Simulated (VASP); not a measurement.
# VWC2 (R-3m) in VASP: a series of runs, part 2 of 2

VASP 6.6.1.

## (3) Single point, LDA, collinear spin, ferromagnetic start (9.44 Å³/atom)

This run uses another cell than the first one, of 9.44 Å³/atom.

The input, INCAR:

```
  ALGO = Normal
  EDIFF = 1E-6
  ENCUT = 520
  ISIF = 2
  ISMEAR = -1
  ISPIN = 2
  LASPH = True
  LCHARG = False
  LMAXMIX = 4
  LORBIT = 11
  LREAL = False
  LWAVE = False
  MAGMOM = 0 2 0 0
  NBANDS = 30
  NELM = 150
  PREC = Accurate
  SIGMA = 0.05
```

The input, KPOINTS:

```
k-points
0
Gamma
  10 10 10
```

The input, POSCAR:

```
VWC2
1.0
    1.4965380473      0.8640266445      4.8672107864
   -1.4965380473      0.8640266445      4.8672107864
    0.0000000000     -1.7280532889      4.8672107864
W V C
1 1 2
Direct
    0.0000000000      0.0000000000      0.0000000000
    0.5000000000      0.5000000000      0.5000000000
    0.2464940000      0.2464940000      0.2464940000
    0.7535060000      0.7535060000      0.7535060000
```

Potentials or basis: VASP PAW LDA potentials, release 64 (W_sv, V_sv, C).

Started as:

```console
$ cat potpaw_LDA.64/W_sv/POTCAR potpaw_LDA.64/V_sv/POTCAR potpaw_LDA.64/C/POTCAR > POTCAR
$ mpirun -np 1 vasp_std > vasp.out
```

OUTCAR:

```text
EDIFF = 1E-6
   ENCUT = 520
   ISIF = 2
   ISMEAR = -1
   ISPIN = 2
   LASPH = True
   LORBIT = 11
   LREAL = False
   NELM = 150
   PREC = Accurate

 ion  position               nearest neighbor table
   1  0.000  0.000  0.000-   4 2.14   3 2.14   4 2.14   4 2.14   3 2.14   3 2.14   2 2.98   2 2.98
                             2 2.98   2 2.98   2 2.98   2 2.98
   2  0.500  0.500  0.500-   3 2.08   4 2.08   3 2.08   3 2.08   4 2.08   4 2.08   1 2.98   1 2.98
                             1 2.98   1 2.98   1 2.98   1 2.98
   3  0.246  0.246  0.246-   2 2.08   2 2.08   2 2.08   1 2.14   1 2.14   1 2.14
   4  0.754  0.754  0.754-   2 2.08   2 2.08   2 2.08   1 2.14   1 2.14   1 2.14

  LATTYP: Found a trigonal (rhomboedric) cell.
 ALAT       =     5.1648726033
 COS(alpha) =     0.8320862373

  Lattice vectors:

 A1 = (   1.4965380473,   0.8640266445,   4.8672107864)
 A2 = (  -1.4965380473,   0.8640266445,   4.8672107864)
 A3 = (   0.0000000000,  -1.7280532889,   4.8672107864)

Analysis of symmetry for initial positions (statically):
[... 1749 lines left out ...]
  --------------------------------------------------------------------------------------
  -------------------------------------------------------------------------------------
  Total       -0.2884099     -0.2884099     -0.4828742      0.0000000     -0.0000000      0.0000000
  in kB      -12.2369849    -12.2369849    -20.4879403      0.0000000     -0.0000000      0.0000000
  external PRESSURE =     -14.9873033 kB  Pullay stress =       0.0000000 kB

 VOLUME and BASIS-vectors are now :
 -----------------------------------------------------------------------------
  energy-cutoff  :      520.00
  volume of cell :       37.76
      direct lattice vectors                 reciprocal lattice vectors
     1.496538047  0.864026644  4.867210786     0.334104436  0.192895286  0.068485494
    -1.496538047  0.864026644  4.867210786    -0.334104436  0.192895286  0.068485494
     0.000000000 -1.728053289  4.867210786     0.000000000 -0.385790572  0.068485494

 POSITION                                       TOTAL-FORCE (eV/Angst)
 -----------------------------------------------------------------------------------
      0.00000      0.00000      0.00000        -0.000000     -0.000000      0.000000
      0.00000      0.00000      7.30082         0.000000     -0.000000      0.000000
      0.00000      0.00000      3.59921        -0.000000     -0.000000     -0.108293
      0.00000      0.00000     11.00242        -0.000000      0.000000      0.108293
 -----------------------------------------------------------------------------------
    total drift:                               -0.000000     -0.000000      0.000000

  FREE ENERGIE OF THE ION-ELECTRON SYSTEM (eV)
  ---------------------------------------------------
  free  energy   TOTEN  =       -45.0979765719 eV

  energy  without entropy=      -45.0785803285  energy(sigma->0) =      -45.08827845

 total charge

# of ion       s       p       d       tot
------------------------------------------
    1        2.335   6.425   3.493  12.253
    2        2.257   6.315   3.223  11.795
    3        0.871   1.583   0.000   2.454
    4        0.871   1.583   0.000   2.454
--------------------------------------------------
tot          6.335  15.906   6.716  28.956

 magnetization (x)

# of ion       s       p       d       tot
------------------------------------------
    1        0.000   0.000   0.000   0.000
    2       -0.000   0.000  -0.000  -0.000
    3       -0.000  -0.000   0.000  -0.000
    4       -0.000  -0.000   0.000  -0.000
--------------------------------------------------
tot         -0.000  -0.000  -0.000  -0.000
```

stdout:

```text
POSCAR found type information on POSCAR W V C
 POSCAR found :  3 types and       4 ions
 scaLAPACK will be used
 LDA part: xc-table for (Slater(with rela. corr.)+CA(PZ))
 , standard interpolation
 POSCAR, INCAR and KPOINTS ok, starting setup
 FFT: planning ... GRIDC
 FFT: planning ... GRID_SOFT
 FFT: planning ... GRID
 WAVECAR not read
 entering main loop
```

Run time: 17 min. Hardware: 1 thread of AMD EPYC 7R13, shared host; peak memory 0.33 GiB.

Results:

- Free energy: -45.0980 eV
- Pressure: -1.5 GPa
- Largest force: 0.108 eV/Å
- Net moment: 0.00 μB per cell
- Valence electrons inside the program's atomic spheres: W 12.25; V 11.79; C 2.45

Forces in eV/Å, atoms in the order of the input:
```
W    0.000  0.000  0.000
V    0.000  0.000  0.000
C    0.000  0.000 -0.108
C    0.000  0.000  0.108
```

Levels at points of the mesh, in eV from the Fermi level:
Spin up:
```
           k point  band 14  band 15  band 16  band 17  band 18  band 19  band 20  band 21  band 22  band 23
(0.00, 0.00, 0.00)    -1.95    -1.95    -1.87    -0.48    -0.48    -0.09    -0.09    -0.04     1.14     1.14
(0.50, 0.00, 0.00)    -4.83    -4.64    -3.84    -0.86    -0.58     0.96     1.63     2.25     3.22     3.89
(0.50, 0.50, 0.00)    -5.25    -4.66    -1.81    -1.76     0.74     0.97     1.05     1.75     2.45     3.16
(0.50, 0.50, 0.50)    -4.82    -3.82    -3.82    -0.61    -0.61    -0.39    -0.39     0.66     1.33     4.15
```
Spin down:
```tsv
k point	band 16	band 17	band 18	band 19	band 20	band 21
(0.00, 0.00, 0.00)	-1.87	-0.48	-0.48	-0.09	-0.09	-0.04
(0.50, 0.00, 0.00)	-3.84	-0.86	-0.58	0.96	1.63	2.25
(0.50, 0.50, 0.00)	-1.81	-1.76	0.74	0.97	1.05	1.75
(0.50, 0.50, 0.50)	-3.82	-0.61	-0.61	-0.39	-0.39	0.66
```

Caveat: the moments typed at the start vanished in this run; spin-orbit coupling is left out, which moves the levels of the heavy elements.

## (4) Single point, r2SCAN, collinear spin, ferromagnetic start

This run uses another cell than the first one, of 10.42 Å³/atom.

The input, POSCAR:

```
VWC2
1.0
    1.5467945743      0.8930422639      5.0306607640
   -1.5467945743      0.8930422639      5.0306607640
    0.0000000000     -1.7860845277      5.0306607640
W V C
1 1 2
Direct
    0.0000000000      0.0000000000      0.0000000000
    0.5000000000      0.5000000000      0.5000000000
    0.2464940000      0.2464940000      0.2464940000
    0.7535060000      0.7535060000      0.7535060000
```

The input, INCAR.step1:

```
SYSTEM = VWC2
PREC = Accurate ; ENCUT = 520
ISMEAR = -1 ; SIGMA = 0.05
LREAL = .FALSE. ; LASPH = .TRUE.
NELM = 150 ; ISPIN = 2
MAGMOM = 0 2 0 0 ; LMAXMIX = 4
NBANDS = 30 ; GGA = PE
ALGO = Normal ; EDIFF = 1E-4
LWAVE = .TRUE. ; LCHARG = .FALSE.
```

The input, INCAR.step2:

```
SYSTEM = VWC2
PREC = Accurate ; ENCUT = 520
EDIFF = 1E-6 ; ISMEAR = -1
SIGMA = 0.05 ; LREAL = .FALSE.
LASPH = .TRUE. ; NELM = 150
ALGO = Normal ; ISIF = 2
LWAVE = .FALSE. ; LCHARG = .FALSE.
ISPIN = 2 ; MAGMOM = 0 2 0 0
LORBIT = 11 ; LMAXMIX = 4
METAGGA = R2SCAN ; LMIXTAU = .TRUE.
NBANDS = 30 ; ISTART = 1
```

The input, KPOINTS:

```
Automatic mesh
0
G
  10 10 10
  0 0 0
```

Potentials or basis: VASP PAW PBE potentials, release 64 (W_sv, V_sv, C).

Started as:

```console
$ cat potpaw_PBE.64/W_sv/POTCAR potpaw_PBE.64/V_sv/POTCAR potpaw_PBE.64/C/POTCAR > POTCAR
$ cp INCAR.step1 INCAR
$ mpirun -np 1 vasp_std > vasp.out
$ cp INCAR.step2 INCAR
$ mpirun -np 1 vasp_std > vasp.out
```

Wall time 15 min (1 thread of Intel Xeon 6975P-C (Granite Rapids), shared host); peak memory 0.48 GiB.

It converged, with:

* Free energy: -85.7583 eV
* Pressure: -21.2 GPa
* Largest force: 0.397 eV/Å
* Net moment: -0.01 μB per cell
* Valence electrons inside the program's atomic spheres: W 11.95; V 11.51; C 2.40

Forces in eV/Å, atoms in the order of the input:
```
W    0.000  0.000  0.000
V    0.000  0.000  0.000
C    0.000  0.000  0.397
C    0.000  0.000 -0.397
```

Stress tensor (GPa, compression positive):
```
-21.43   0.00   0.00
  0.00 -21.43   0.00
  0.00   0.00 -20.87
```

Levels at points of the mesh, in eV from the Fermi level:
Spin up:
| k point | band 16 | band 17 | band 18 | band 19 | band 20 | band 21 |
| --- | --- | --- | --- | --- | --- | --- |
| (0.00, 0.00, 0.00) | -1.66 | -0.50 | -0.50 | -0.12 | -0.12 | -0.06 |
| (0.50, 0.00, 0.00) | -3.74 | -0.87 | -0.49 | 0.84 | 1.42 | 2.00 |
| (0.50, 0.50, 0.00) | -1.94 | -1.89 | 0.59 | 0.83 | 0.92 | 1.54 |
| (0.50, 0.50, 0.50) | -3.65 | -0.56 | -0.56 | -0.31 | -0.31 | 0.65 |
Spin down:
| k point | band 16 | band 17 | band 18 | band 19 | band 20 | band 21 |
| --- | --- | --- | --- | --- | --- | --- |
| (0.00, 0.00, 0.00) | -1.66 | -0.50 | -0.50 | -0.12 | -0.12 | -0.06 |
| (0.50, 0.00, 0.00) | -3.74 | -0.87 | -0.50 | 0.83 | 1.42 | 2.00 |
| (0.50, 0.50, 0.00) | -1.94 | -1.89 | 0.59 | 0.83 | 0.91 | 1.53 |
| (0.50, 0.50, 0.50) | -3.65 | -0.56 | -0.56 | -0.32 | -0.32 | 0.64 |

Caveat: the cell stands under tension; the moments typed at the start vanished in this run; the PAW data sets were made with another functional, which shifts forces and pressure a little; spin-orbit coupling is left out, which moves the levels of the heavy elements.

## (5) The runs side by side

| level | potentials or basis | cell | gap on the mesh (eV) | pressure (GPa) | moment (μB) | largest force (eV/Å) |
| --- | --- | --- | --- | --- | --- | --- |
| LDA | VASP PAW LDA potentials, release 64 (W_sv, V_sv, C) | a = 5.129 Å, angles 33.7°, 4 atoms | none | 6.7 | 0.00 | 0.22 |
| LDA | VASP PAW LDA potentials, release 64 (W_sv, V_sv, C) | a = 5.165 Å, angles 33.7°, 4 atoms | none | -1.5 | 0.00 | 0.11 |
| r2SCAN | VASP PAW PBE potentials, release 64 (W_sv, V_sv, C) | a = 5.338 Å, angles 33.7°, 4 atoms | none | -21.2 | 0.01 | 0.40 |

Alike in all rows: task single point; spin collinear, ferromagnetic start; k mesh 10 × 10 × 10; cutoff (eV) 520; smearing fermi-dirac 0.05 eV.

Caveats: the moments typed at the start vanished in this run; spin-orbit coupling is left out, which moves the levels of the heavy elements; the cell stands under pressure (at least some runs); the cell stands under tension (at least some runs); the PAW data sets were made with another functional, which shifts forces and pressure a little (at least some runs).

Total energies depend on the potentials used, so only differences within one code and one set of settings carry meaning.
